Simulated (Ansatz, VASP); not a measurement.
WC: VASP beside Ansatz

```
CELL_PARAMETERS angstrom
0.00000 2.18268 2.18268
2.18268 0.00000 2.18268
2.18268 2.18268 0.00000
ATOMIC_POSITIONS crystal
W 0.00000 0.00000 0.00000
C 0.50000 0.50000 0.50000
```

Alike in both runs: functional BLYP; dispersion D3(BJ); k mesh 9 × 9 × 9; occupations methfessel-paxton of order 1, width 0.15 eV; no spin polarisation.

Ansatz relaxed the structure, and its values are those at the end. VASP's run is a single point on that final structure, the one shown.

|  | VASP | Ansatz |
| --- | --- | --- |
| version | VASP 6.6.1 | Ansatz 0.2.0 |
| potentials or method | VASP PAW PBE potentials, release 64 (W_sv, C_h), cutoff 1300 eV | plane waves, PAW |
| valence electrons in the cell | 18 | 18 |

Ansatz gave:

* pressure (GPa): 0.0

Estimate VASP's values.

pressure (GPa): 2.4.

VASP's potentials were made for PBE, not for BLYP.

Neither program's run includes spin-orbit coupling.
